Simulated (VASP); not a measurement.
# SnGe2 (C2) in VASP: relaxation of cell and atoms with PBE

Aim: the relaxation of cell and atoms of SnGe2 with PBE.

Everything below comes from runs of VASP 6.6.1. Logs are shortened: lines on timing, memory, paths and dates and some standing lists are left out, and cuts for length are marked.

### Step 1. The cell of the first run

The structure is monoclinic, space group C2 (No. 5). Conventional cell: a = 6.174 Å, b = 6.800 Å, c = 3.857 Å, α = 90.00°, β = 109.31°, γ = 90.00°. Sn (site symmetry 2) has 8 Ge at 2.86 to 3.42 Å within 3.8 Å. Ge (site symmetry 1) has 2 Ge at 1.84 to 2.39 Å within 2.4 Å.

### Step 2. Relaxation of cell and atoms, PBE

Input file INCAR:

```
SYSTEM = SnGe2
ALGO = Normal ; EDIFF = 1E-7
EDIFFG = -0.08 ; ENCUT = 600
GGA = PE ; IBRION = 2
ISIF = 3 ; ISMEAR = 0
LASPH = .True. ; LCHARG = .False.
LREAL = .False. ; LWAVE = .False.
NELM = 60 ; NSW = 36
PREC = Accurate ; SIGMA = 0.2
```

Input file KPOINTS:

```
k-points
0
Gamma
  5 5 5
  0 0 0
```

Input file POSCAR:

```
SnGe2
1.0
    3.0870045500     -3.3997920600      0.0000000000
    3.0870045500      3.3997920600      0.0000000000
   -1.2754386600      0.0000000000      3.6403344000
Sn Ge
1 2
Direct
    0.1004591300      0.8995408700      0.0000000000
    0.5717719900      0.5754108200      0.2504541300
    0.4245891800      0.4282280100      0.7495458700
```

Potentials or basis: VASP PAW PBE potentials, release 64 (Sn_d, Ge_d).

Run with:

```
cat potpaw_PBE.64/Sn_d/POTCAR potpaw_PBE.64/Ge_d/POTCAR > POTCAR
mpirun -np 1 vasp_std > vasp.out
```

OUTCAR:

```text
SYSTEM = SnGe2
   EDIFF = 1E-7
   EDIFFG = -0.08
   ENCUT = 600
   GGA = PE
   IBRION = 2
   ISIF = 3
   ISMEAR = 0
   LASPH = .True.
   LREAL = .False.
   NELM = 60
   NSW = 36
   PREC = Accurate

 ion  position               nearest neighbor table
   1  0.100  0.900  0.000-   2 2.86   3 2.86   3 3.17   2 3.17   3 3.28   2 3.28
   2  0.572  0.575  0.250-   3 1.84   3 2.39   1 2.86   1 3.17   1 3.28
   3  0.425  0.428  0.750-   2 1.84   2 2.39   1 2.86   1 3.17   1 3.28

  LATTYP: Found a base centered monoclinic cell.
 ALAT       =     6.1740091000
 B/A-ratio  =     1.1013239550
 C/A-ratio  =     0.6247645388
 COS(beta)  =    -0.3306556441

  Lattice vectors:

 A1 = (   3.0870045500,  -3.3997920600,   0.0000000000)
 A2 = (   3.0870045500,   3.3997920600,   0.0000000000)
 A3 = (  -1.2754386600,   0.0000000000,   3.6403344000)

Analysis of symmetry for initial positions (statically):
=====================================================================
 Subroutine PRICEL returns:
 Original cell was already a primitive cell.

 Routine SETGRP: Setting up the symmetry group for a
 base centered monoclinic supercell.

 Subroutine GETGRP returns: Found  2 space group operations
 (whereof  2 operations were pure point group operations)
 out of a pool of  4 trial point group operations.

The static configuration has the point symmetry C_2 .

Analysis of symmetry for dynamics (positions and initial velocities):
=====================================================================
 Subroutine PRICEL returns:
 Original cell was already a primitive cell.

 Routine SETGRP: Setting up the symmetry group for a
 base centered monoclinic supercell.

 Subroutine GETGRP returns: Found  2 space group operations
 (whereof  2 operations were pure point group operations)
 out of a pool of  4 trial point group operations.

The dynamic configuration has the point symmetry C_2 .

 Subroutine INISYM returns: Found  2 space group operations
 (whereof  2 operations are pure point group operations),
 and found     1 'primitive' translations

----------------------------------------------------------------------------------------

                                     Primitive cell

  volume of cell :      76.4119

  direct lattice vectors                    reciprocal lattice vectors
     3.087004550 -3.399792060  0.000000000     0.161969311 -0.147067818  0.056748062
[... 80 lines left out ...]
   ISTART =      0    job   : 0-new  1-cont  2-samecut
   ICHARG =      2    charge: 1-file 2-atom 10-const
   ISPIN  =      1    spin polarized calculation?
   LNONCOLLINEAR =      F non collinear calculations
   LSORBIT =      F    spin-orbit coupling
   LASPH  =      T    aspherical Exc in radial PAW
   ENCUT  =  600.0 eV  44.10 Ry    6.64 a.u.   9.17  9.17  7.70*2*pi/ulx,y,z
   NELM   =     60;   NELMIN=  2; NELMDL= -5     # of ELM steps
   EDIFF  = 0.1E-06   stopping-criterion for ELM
   LREAL  =      F    real-space projection
   EDIFFG = -.8E-01   stopping-criterion for IOM
   NSW    =     36    number of steps for IOM
   IBRION =      2    ionic relax: 0-MD 1-quasi-New 2-CG
   NFREE  =      1    steps in history (QN), initial steepest desc. (CG)
   ISIF   =      3    stress and relaxation
   ISYM   =      2    0-nonsym 1-usesym 2-fastsym
   POTIM  = 0.5000    time-step for ionic-motion
   TEBEG  =    0.0;   TEEND  =   0.0 temperature during run
   PSTRESS=    0.0 pullay stress
   NELECT =      42.0000    total number of electrons
   NUPDOWN=      -1.0000    fix difference up-down
   EMIN   =  10.00;   EMAX   =-10.00  energy-range for DOS
   EFERMI =   0.00;   METHOD = LEGACY
   ISMEAR =     0;   SIGMA  =   0.20  broadening in eV -4-tet -1-fermi 0-gaus
   EFERMI_NEDOS =   21; number of points for ismear=-14 and -15
   IALGO  =     38    algorithm
   IMIX   =      4    mixing-type and parameters
     AMIX     =   0.40;   BMIX     =  1.00
     AMIX_MAG =   1.60;   BMIX_MAG =  1.00
  volume/ion in A,a.u.               =      25.47       171.88
  Fermi-wavevector in a.u.,A,eV,Ry     =   1.341027  2.534174 24.468096  1.798354
  Thomas-Fermi vector in A             =   2.469293
   LORBIT       =      0    0 simple, 1 ext, 2 COOP (PROOUT), +10 PAW based schemes
   GGA     = PE    functional components
   LHFCALC =     F    Hartree Fock is set to
   AEXX    =    0.0000 exact exchange contribution
   IVDW    =     0    specifies the selected vdW correction
   LEPSILON=     F    determine dielectric tensor
   LRPA    =     F    only Hartree local field effects (RPA)
 conjugate gradient relaxation of ions
 non-spin polarized calculation
 Gauss-broadening in eV      SIGMA  =   0.20
  energy-cutoff  :      600.00
  volume of cell :       76.41
 maximum number of plane-waves:      2565
 NGX is ok and might be reduce to    40
   NGX = 19   NGY = 19   NGZ = 15

--------------------------------------- Ionic step        1  -------------------------------------------

 number of electron      41.9999995 magnetization

 Free energy of the ion-electron system (eV)
  ---------------------------------------------------
  ext. energy  EPLUGINS =         0.00000000
  ---------------------------------------------------
  free energy    TOTEN  =        -8.31945727 eV

  energy without entropy =       -8.30309215  energy(sigma->0) =       -8.31127471

------------------------ aborting loop because EDIFF is reached ----------------------------------------

  FORCE on cell =-STRESS in cart. coord.  units (eV):
  Direction    XX          YY          ZZ          XY          YZ          ZX
  --------------------------------------------------------------------------------------
  -------------------------------------------------------------------------------------
  Total        1.0372770      0.2720675     32.6343266      0.0000000      0.0000000      2.5212561
  in kB       21.7492572      5.7046154    684.2650188      0.0000000      0.0000000     52.8648068
  external PRESSURE =     237.2396305 kB  Pullay stress =       0.0000000 kB
[... 1455 lines left out ...]
     24       7.0056      0.00000
     25       9.2294      0.00000

 [... further k-points ...]

[... ionic steps 4 to 27 ...]

--------------------------------------- Ionic step       28  -------------------------------------------

 number of electron      42.0000006 magnetization

------------------------ aborting loop because EDIFF is reached ----------------------------------------
[... 69 lines left out ...]
--------------------------------------- Ionic step       30  -------------------------------------------

 number of electron      42.0000017 magnetization

 Free energy of the ion-electron system (eV)
  ---------------------------------------------------
  ext. energy  EPLUGINS =         0.00000000
  ---------------------------------------------------
  free energy    TOTEN  =       -12.28921682 eV

  energy without entropy =      -12.25629464  energy(sigma->0) =      -12.27275573

 E-fermi :   6.6423     XC(G=0): -10.6511

 val. band max:        6.6225271823   @ k =   0.2000  -0.0000   0.0000
 cond. band min:       6.6438077553   @ k =   0.0000   0.0000   0.2000
 fundamental gap:      0.0212805730
 Fermi energy:         6.6422508555
[... 702 lines left out ...]
  FREE ENERGIE OF THE ION-ELECTRON SYSTEM (eV)
  ---------------------------------------------------
  free  energy   TOTEN  =       -12.2892168164 eV

  energy  without entropy=      -12.2562946405  energy(sigma->0) =      -12.27275573

 reached required accuracy - stopping structural energy minimisation
```

OSZICAR:

```text
N       E                     dE             d eps       ncg     rms          rms(c)
DAV:   1     0.348749687403E+03    0.34875E+03   -0.23531E+04  1991   0.428E+03
[... 348 lines left out ...]
DAV:   2    -0.122964839965E+02    0.12753E-01   -0.36323E-02  2302   0.271E+00    0.525E-01
DAV:   3    -0.122889787039E+02    0.75053E-02   -0.15434E-02  2719   0.167E+00    0.591E-02
DAV:   4    -0.122892129717E+02   -0.23427E-03   -0.30625E-03  2018   0.677E-01    0.428E-02
DAV:   5    -0.122892190454E+02   -0.60737E-05   -0.11168E-04  2393   0.135E-01    0.156E-02
DAV:   6    -0.122892168488E+02    0.21966E-05   -0.94852E-06  3409   0.523E-02    0.596E-03
DAV:   7    -0.122892167581E+02    0.90713E-07   -0.20666E-06  2164   0.215E-02    0.196E-03
DAV:   8    -0.122892168164E+02   -0.58273E-07   -0.12128E-07  1086   0.420E-03
  30 F= -.12289217E+02 E0= -.12272756E+02  d E =-.269746E-02
```

It took 18 min on 1 thread of Intel Xeon Platinum 8488C (Sapphire Rapids), shared host; peak memory 0.29 GiB.

Results:

| Property | Result |
| --- | --- |
| Free energy | -12.2892 eV |
| Relaxed volume | 22.56 Å³/atom |
| Relaxed cell | a = 4.138 Å, b = 4.138 Å, c = 4.146 Å, α = 100.93°, β = 100.93°, γ = 79.77° |
| Space group after relaxing (to 0.05 Å) | C2/m (No. 12) |
| Energy gained by relaxing | 1323.3 meV/atom |
| Ionic steps | 30 |
| Pressure after relaxing | -0.1 GPa |
| Largest force after relaxing | 0.048 eV/Å |
| Band gap on the k mesh | zero (band 21 reaches 8.35 eV, above the bottom of band 22 at 4.91 eV) |

Forces on the atoms (eV/Å):
```
Sn   0.000 -0.048  0.000
Ge   0.009  0.024  0.014
Ge  -0.009  0.024 -0.014
```

Step by step:
| step | energy change (eV) | largest force (eV/Å) | pressure (GPa) | volume (Å³) |
| --- | --- | --- | --- | --- |
| 1 | 0.0000 | 16.0368 | 23.72 | 76.41 |
| 2 | 0.1770 | 10.0484 | 2.41 | 118.85 |
| 3 | 0.0247 | 10.1221 | 2.75 | 115.87 |
| 4 | -0.1767 | 9.9741 | 2.93 | 112.76 |
| 5 | -1.6575 | 7.3112 | 2.45 | 94.45 |
| 6 | -2.4462 | 5.8979 | 2.88 | 85.40 |
| 7 | -2.6894 | 4.9587 | 5.01 | 80.90 |
| 8 | -3.1988 | 0.1759 | -6.07 | 92.95 |
| 9 | -3.4118 | 0.7076 | -3.66 | 87.56 |
| 10 | -3.4123 | 0.7500 | -3.54 | 87.40 |
| 11 | -3.5574 | 0.7010 | -1.73 | 81.83 |
| 12 | -3.6036 | 0.8851 | 0.55 | 77.20 |
| 13 | -3.6876 | 0.5366 | 0.41 | 75.28 |
| 14 | -3.7349 | 0.0952 | 1.23 | 71.36 |
| 15 | -3.7404 | 0.0928 | 0.87 | 72.32 |
| 16 | -3.7592 | 0.1260 | -0.60 | 73.68 |
| 17 | -3.7601 | 0.1540 | -1.02 | 74.10 |
| 18 | -3.7790 | 0.2793 | -0.89 | 73.39 |
| 19 | -3.8063 | 0.5684 | 0.03 | 71.07 |
| 20 | -3.8179 | 0.5707 | 0.10 | 70.61 |
| 21 | -3.8494 | 0.5921 | 0.47 | 69.19 |
| 22 | -3.8583 | 0.4691 | 2.04 | 66.11 |
| 23 | -3.8642 | 0.5616 | 1.27 | 67.37 |
| 24 | -3.9075 | 0.3412 | 0.22 | 67.99 |
| 25 | -3.9315 | 0.1310 | -1.03 | 68.95 |
| 26 | -3.9520 | 0.0953 | 0.02 | 67.59 |
| 27 | -3.9568 | 0.0874 | 0.81 | 66.66 |
| 28 | -3.9658 | 0.0621 | 0.21 | 67.37 |
| 29 | -3.9671 | 0.0629 | -0.09 | 67.73 |
| 30 | -3.9698 | 0.0479 | -0.05 | 67.69 |

Final structure:
```xyz
3
Lattice="3.1727 -2.6533 0.1231 3.1727 2.6533 0.1231 -1.1796 0.0000 3.9748" Properties=species:S:1:pos:R:3 pbc="T T T"
Sn    3.1727    2.4947    0.1231
Ge    3.7353   -0.1776    1.4854
Ge    1.4305   -0.1776    2.7355
```

Caveat: spin-orbit coupling is left out, which moves the levels of the heavy elements; the relaxation stopped at a loose force limit of 0.08 eV/Å, so its end isn't a converged minimum.
